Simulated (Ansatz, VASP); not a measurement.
**One calculation of MnO, two programs**

```xyz
4
Lattice="3.0780 0.0000 0.0000 -1.5390 2.6656 0.0000 0.0000 0.0000 5.2996" Properties=species:S:1:pos:R:3 pbc="T T T"
Mn    0.0000    0.0000    0.0000
Mn    0.0000    0.0000    2.6498
O     0.0000    1.7771    1.3249
O     1.5390    0.8885    3.9747
```

Alike in both runs: task single point; functional RPBE; k mesh 12 × 12 × 8; occupations gaussian, width 0.05 eV; collinear spin; Hubbard terms Mn d U = 2.0 eV.

|  | VASP | Ansatz |
| --- | --- | --- |
| version | VASP 6.6.1 | Ansatz 0.2.0 |
| potentials or method | VASP PAW PBE potentials, release 64 (Mn_pv, O), cutoff 520 eV | scalar-relativistic, plane waves, PAW |
| valence electrons in the cell | 38 | 42 |

```csv
,VASP,Ansatz,Ansatz less VASP
pressure (GPa),10.5,11.2,+0.75
"traceless stress, the component that is largest in VASP (GPa)",1.86,2.16,+0.303
net moment per atom (μB),0.00,0.00,0.000
size of the moment on the site where the two differ most (μB),4.43,4.13,-0.300
```

VASP's potentials were made for PBE, not for RPBE. Site moments also hang on the region over which each program counts them. The programs project onto different local orbitals, so the same U acts differently, and such runs can settle in different states. VASP's potentials hold 38 valence electrons a cell and Ansatz's 42, so a difference there can come from the potentials and not from the codes.
